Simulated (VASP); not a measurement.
# SnO2 (Pnnm) in VASP: single point with r2SCAN

Aim: the single point of SnO2 with r2SCAN.

All numbers are computed with VASP 6.6.1; they aren't measurements. Logs are shortened: lines on timing, memory, paths and dates and some standing lists are left out, and cuts for length are marked.

## 1. The cell of the first run

The structure is orthorhombic, space group Pnnm (No. 58). Conventional cell: a = 4.689 Å, b = 4.831 Å, c = 3.201 Å, α = 90.00°, β = 90.00°, γ = 90.00°. Within 2.7 Å of Sn (site symmetry 2/m) lie 6 O at 2.06 to 2.07 Å. O (site symmetry m) has 3 Sn at 2.06 to 2.07 Å and 1 O at 2.61 Å within 2.7 Å.

## 2. Single point, r2SCAN (strain +0.0150 x Voigt [1, -1, 0, 0, 0, 0])

POSCAR reads:

```
SnO2
1.0
    4.8312153743      0.0000000000      0.0000000000
    0.0000000000      4.6886567532      0.0000000000
    0.0000000000      0.0000000000      3.2007107555
Sn O
2 4
Direct
    0.5000000000      0.5000000000      0.5000000000
    0.0000000000      0.0000000000      0.0000000000
    0.3058623572      0.3059582262      0.0000000000
    0.8058623572      0.1940417738      0.5000000000
    0.1941376428      0.8059582262      0.5000000000
    0.6941376428      0.6940417738      0.0000000000
```

INCAR.step1 reads:

```
  ALGO = Normal
  EDIFF = 1E-4
  ENCUT = 520
  GGA = PE
  ISMEAR = 0
  LASPH = T
  LCHARG = F
  LREAL = F
  LWAVE = T
  NBANDS = 35
  NELM = 80
  PREC = Accurate
  SIGMA = 0.05
```

INCAR.step2 reads:

```
  ALGO = Normal
  EDIFF = 1E-7
  ENCUT = 520
  ISIF = 2
  ISMEAR = 0
  ISTART = 1
  LASPH = T
  LCHARG = T
  LELF = T
  LMIXTAU = T
  LREAL = F
  LVHAR = T
  LWAVE = F
  METAGGA = R2SCAN
  NBANDS = 35
  NELM = 80
  PREC = Accurate
  SIGMA = 0.05
```

KPOINTS reads:

```
k-points
0
Gamma
  6 6 8
```

Potentials or basis: VASP PAW PBE potentials, release 64 (Sn_d, O).

Launch:

```console
$ cat potpaw_PBE.64/Sn_d/POTCAR potpaw_PBE.64/O/POTCAR > POTCAR
$ cp INCAR.step1 INCAR
$ mpirun -np 1 vasp_std > vasp.out
$ cp INCAR.step2 INCAR
$ mpirun -np 1 vasp_std > vasp.out
```

OUTCAR:

```text
EDIFF = 1E-7
   ENCUT = 520
   ISIF = 2
   ISMEAR = 0
   ISTART = 1
   LASPH = T
   LREAL = F
   METAGGA = R2SCAN
   NELM = 80
   PREC = Accurate

 ion  position               nearest neighbor table
   1  0.500  0.500  0.500-   4 2.06   5 2.06   3 2.07   6 2.07   3 2.07   6 2.07   2 3.73   2 3.73
                             2 3.73   2 3.73   2 3.73   2 3.73   2 3.73   2 3.73
   2  0.000  0.000  0.000-   3 2.06   6 2.06   5 2.07   4 2.07   4 2.07   5 2.07   1 3.73   1 3.73
                             1 3.73   1 3.73   1 3.73   1 3.73   1 3.73   1 3.73
   3  0.306  0.306  0.000-   2 2.06   1 2.07   1 2.07
   4  0.806  0.194  0.500-   1 2.06   2 2.07   2 2.07
   5  0.194  0.806  0.500-   1 2.06   2 2.07   2 2.07
   6  0.694  0.694  0.000-   2 2.06   1 2.07   1 2.07

  LATTYP: Found a simple orthorhombic cell.
 ALAT       =     3.2007107555
 B/A-ratio  =     1.4648798693
 C/A-ratio  =     1.5094195456

  Lattice vectors:

 A1 = (   0.0000000000,   0.0000000000,  -3.2007107555)
 A2 = (   0.0000000000,   4.6886567532,   0.0000000000)
 A3 = (   4.8312153743,   0.0000000000,   0.0000000000)

Analysis of symmetry for initial positions (statically):
=====================================================================
 Subroutine PRICEL returns:
 Original cell was already a primitive cell.

 Routine SETGRP: Setting up the symmetry group for a
 simple orthorhombic supercell.

 Subroutine GETGRP returns: Found  8 space group operations
 (whereof  4 operations were pure point group operations)
 out of a pool of  8 trial point group operations.

The static configuration has the point symmetry C_2h.
 The point group associated with its full space group is D_2h.

Analysis of symmetry for dynamics (positions and initial velocities):
=====================================================================
 Subroutine PRICEL returns:
 Original cell was already a primitive cell.

 Routine SETGRP: Setting up the symmetry group for a
 simple orthorhombic supercell.

 Subroutine GETGRP returns: Found  8 space group operations
 (whereof  4 operations were pure point group operations)
 out of a pool of  8 trial point group operations.

The dynamic configuration has the point symmetry C_2h.
 The point group associated with its full space group is D_2h.

 Subroutine INISYM returns: Found  8 space group operations
 (whereof  4 operations are pure point group operations),
 and found     1 'primitive' translations

----------------------------------------------------------------------------------------

                                     Primitive cell

  volume of cell :      72.5022

  direct lattice vectors                    reciprocal lattice vectors
     4.831215374  0.000000000  0.000000000     0.206987253  0.000000000  0.000000000
     0.000000000  4.688656753  0.000000000     0.000000000  0.213280701  0.000000000
     0.000000000  0.000000000  3.200710755     0.000000000  0.000000000  0.312430606

  length of vectors
     4.831215374  4.688656753  3.200710755     0.206987253  0.213280701  0.312430606

  position of ions in fractional coordinates (direct lattice)
     0.500000000  0.500000000  0.500000000
     0.000000000  0.000000000  0.000000000
     0.305862357  0.305958226  0.000000000
     0.805862357  0.194041774  0.500000000
     0.194137643  0.805958226  0.500000000
     0.694137643  0.694041774  0.000000000

  ion indices of the primitive-cell ions
   primitive index   ion index
                 1           1
                 2           2
                 3           3
                 4           4
                 5           5
                 6           6

----------------------------------------------------------------------------------------

 KPOINTS: k-points

Automatic generation of k-mesh.
 Grid dimensions read from file:
 generate k-points for:    6    6    8

 Generating k-lattice:

  Cartesian coordinates                     Fractional coordinates (reciprocal lattice)
     0.034497876  0.000000000  0.000000000     0.166666667  0.000000000  0.000000000
     0.000000000  0.035546784  0.000000000     0.000000000  0.166666667  0.000000000
     0.000000000  0.000000000  0.039053826     0.000000000  0.000000000  0.125000000

  Length of vectors
     0.034497876  0.035546784  0.039053826

  Shift w.r.t. Gamma in fractional coordinates (k-lattice)
     0.000000000  0.000000000  0.000000000

 Subroutine IBZKPT returns following result:
 ===========================================

 Found     80 irreducible k-points:

 Following reciprocal coordinates:
            Coordinates               Weight
  0.000000  0.000000  0.000000      1.000000
  0.166667  0.000000  0.000000      2.000000
  0.333333  0.000000  0.000000      2.000000
  0.500000  0.000000  0.000000      1.000000
  0.000000  0.166667  0.000000      2.000000
  0.166667  0.166667  0.000000      4.000000
[... 16 lines left out ...]
  0.333333  0.166667  0.125000      8.000000
  0.500000  0.166667  0.125000      4.000000
 [... further k-points ...]
   k-points           NKPTS =     80   k-points in BZ     NKDIM =     80   number of bands    NBANDS=     35
   number of dos      NEDOS =    301   number of ions     NIONS =      6
   total plane-waves  NPLWV =  31104
   dimension x,y,z NGX =    36 NGY =   36 NGZ =   24
   dimension x,y,z NGXF=    72 NGYF=   72 NGZF=   48
   ions per type =               2   4
   NGX,Y,Z   is equivalent  to a cutoff of  12.39, 12.76, 12.47 a.u.
   NGXF,Y,Z  is equivalent  to a cutoff of  24.78, 25.53, 24.93 a.u.
 SYSTEM =  unknown system
   PREC   = accura    normal or accurate (medium, high low for compatibility)
   ISTART =      1    job   : 0-new  1-cont  2-samecut
   ICHARG =      0    charge: 1-file 2-atom 10-const
   ISPIN  =      1    spin polarized calculation?
   LNONCOLLINEAR =      F non collinear calculations
   LSORBIT =      F    spin-orbit coupling
   LASPH  =      T    aspherical Exc in radial PAW
   ENCUT  =  520.0 eV  38.22 Ry    6.18 a.u.   8.98  8.72  5.95*2*pi/ulx,y,z
   NELM   =     80;   NELMIN=  2; NELMDL=  0     # of ELM steps
   EDIFF  = 0.1E-06   stopping-criterion for ELM
   LREAL  =      F    real-space projection
   EDIFFG = 0.1E-05   stopping-criterion for IOM
   NSW    =      0    number of steps for IOM
   IBRION =     -1    ionic relax: 0-MD 1-quasi-New 2-CG
   NFREE  =      0    steps in history (QN), initial steepest desc. (CG)
   ISIF   =      2    stress and relaxation
   ISYM   =      2    0-nonsym 1-usesym 2-fastsym
   POTIM  = 0.5000    time-step for ionic-motion
   TEBEG  =    0.0;   TEEND  =   0.0 temperature during run
   PSTRESS=    0.0 pullay stress
   NELECT =      52.0000    total number of electrons
   NUPDOWN=      -1.0000    fix difference up-down
   EMIN   =  10.00;   EMAX   =-10.00  energy-range for DOS
   EFERMI =   0.00;   METHOD = LEGACY
   ISMEAR =     0;   SIGMA  =   0.05  broadening in eV -4-tet -1-fermi 0-gaus
   EFERMI_NEDOS =   21; number of points for ismear=-14 and -15
   IALGO  =     38    algorithm
   IMIX   =      4    mixing-type and parameters
     AMIX     =   0.40;   BMIX     =  1.00
     AMIX_MAG =   1.60;   BMIX_MAG =  1.00
  volume/ion in A,a.u.               =      12.08        81.54
  Fermi-wavevector in a.u.,A,eV,Ry     =   1.465409  2.769221 29.217471  2.147424
  Thomas-Fermi vector in A             =   2.581269
   LORBIT       =      0    0 simple, 1 ext, 2 COOP (PROOUT), +10 PAW based schemes
   METAGGA = R2SCAN    functional components
   LHFCALC =     F    Hartree Fock is set to
   AEXX    =    0.0000 exact exchange contribution
   IVDW    =     0    specifies the selected vdW correction
   LEPSILON=     F    determine dielectric tensor
   LRPA    =     F    only Hartree local field effects (RPA)
 non-spin polarized calculation
 Gauss-broadening in eV      SIGMA  =   0.05
  energy-cutoff  :      520.00
  volume of cell :       72.50
 maximum number of plane-waves:      2000
 NGX is ok and might be reduce to    36
   NGX = 17   NGY = 17   NGZ = 11

 number of electron      52.0000003 magnetization

 Free energy of the ion-electron system (eV)
  ---------------------------------------------------
  ext. energy  EPLUGINS =         0.00000000
  ---------------------------------------------------
  free energy    TOTEN  =       -84.62038586 eV

  energy without entropy =      -84.62038586  energy(sigma->0) =      -84.62038586

 E-fermi :   5.8766     XC(G=0): -11.9713

 val. band max:        5.5636376658   @ k =   0.0000   0.0000   0.0000
 cond. band min:       7.3530527685   @ k =   0.0000   0.0000   0.0000
 fundamental gap:      1.7894151027
 Fermi energy:         5.8766268976

 k-point     1 :       0.0000    0.0000    0.0000
  band No.  band energies     occupation
      1     -16.1744      2.00000
      2     -15.2638      2.00000
      3     -14.9638      2.00000
      4     -14.9616      2.00000
      5     -14.9409      2.00000
      6     -14.9029      2.00000
[... 27 lines left out ...]
     34      18.7793      0.00000
     35      18.8317      0.00000

 k-point     2 :       0.1667    0.0000    0.0000
  band No.  band energies     occupation
      1     -16.1268      2.00000
      2     -15.3217      2.00000
      3     -14.9620      2.00000
      4     -14.9601      2.00000
      5     -14.9427      2.00000
      6     -14.9415      2.00000
[... 27 lines left out ...]
     34      18.6463      0.00000
     35      18.8434      0.00000

 k-point     3 :       0.3333    0.0000    0.0000
  band No.  band energies     occupation
      1     -15.9876      2.00000
      2     -15.5184      2.00000
      3     -14.9671      2.00000
      4     -14.9583      2.00000
      5     -14.9571      2.00000
      6     -14.9486      2.00000
[... 27 lines left out ...]
     34      18.4458      0.00000
     35      18.9299      0.00000
[... 723 lines left out ...]
 k-point    23 :       0.3333    0.1667    0.1250
  band No.  band energies     occupation
      1     -15.9212      2.00000
      2     -15.5591      2.00000
      3     -15.1505      2.00000
      4     -15.1366      2.00000
      5     -14.9023      2.00000
      6     -14.8768      2.00000
[... 27 lines left out ...]
     34      18.6383      0.00000
     35      18.8674      0.00000

 k-point    24 :       0.5000    0.1667    0.1250
  band No.  band energies     occupation
      1     -15.7590      2.00000
      2     -15.7590      2.00000
      3     -15.1450      2.00000
      4     -15.1450      2.00000
      5     -14.8886      2.00000
      6     -14.8886      2.00000
[... 27 lines left out ...]
     34      18.5877      0.00000
     35      19.1389      0.00000

 [... further k-points ...]
[... 5 lines left out ...]
  --------------------------------------------------------------------------------------
  -------------------------------------------------------------------------------------
  Total       -0.1973183      1.0126518      0.6682626      0.0000000      0.0000000      0.0000000
  in kB       -4.3604034     22.3779069     14.7674826      0.0000000      0.0000000      0.0000000
  external PRESSURE =      10.9283287 kB  Pullay stress =       0.0000000 kB

 VOLUME and BASIS-vectors are now :
 -----------------------------------------------------------------------------
  energy-cutoff  :      520.00
  volume of cell :       72.50
      direct lattice vectors                 reciprocal lattice vectors
     4.831215374  0.000000000  0.000000000     0.206987253  0.000000000  0.000000000
     0.000000000  4.688656753  0.000000000     0.000000000  0.213280701  0.000000000
     0.000000000  0.000000000  3.200710755     0.000000000  0.000000000  0.312430606

 POSITION                                       TOTAL-FORCE (eV/Angst)
 -----------------------------------------------------------------------------------
      2.41561      2.34433      1.60036        -0.000000      0.000000      0.000000
      0.00000      0.00000      0.00000        -0.000000      0.000000      0.000000
      1.47769      1.43453      0.00000        -0.000204     -0.033323      0.000000
      3.89329      0.90980      1.60036        -0.000204      0.033323      0.000000
      0.93792      3.77886      1.60036         0.000204     -0.033323      0.000000
      3.35353      3.25412      0.00000         0.000204      0.033323      0.000000
 -----------------------------------------------------------------------------------
    total drift:                                0.000000      0.000000      0.000000

  FREE ENERGIE OF THE ION-ELECTRON SYSTEM (eV)
  ---------------------------------------------------
  free  energy   TOTEN  =       -84.6203858588 eV

  energy  without entropy=      -84.6203858588  energy(sigma->0) =      -84.62038586
```

Wall time 5.1 min (1 thread of Intel Xeon Platinum 8559C (Emerald Rapids), shared host); peak memory 0.29 GiB.

Results:

| Item | Value |
| --- | --- |
| Free energy | -84.6204 eV |
| Pressure | 1.1 GPa |
| Largest force | 0.033 eV/Å |
| Band gap on the k mesh | 1.79 eV, direct |

Forces in eV/Å, atoms in the order of the input:
```
Sn   0.000  0.000  0.000
Sn   0.000  0.000  0.000
O    0.000 -0.033  0.000
O    0.000  0.033  0.000
O    0.000 -0.033  0.000
O    0.000  0.033  0.000
```

Stress tensor (GPa, compression positive):
```
-0.44  0.00  0.00
 0.00  2.24  0.00
 0.00  0.00  1.48
```

Caveat: the cell differs from its parent crystal (strain +0.0150 x Voigt [1, -1, 0, 0, 0, 0]); the PAW data sets were made with another functional, which shifts forces and pressure a little; spin-orbit coupling is left out, which moves the levels of the heavy elements.
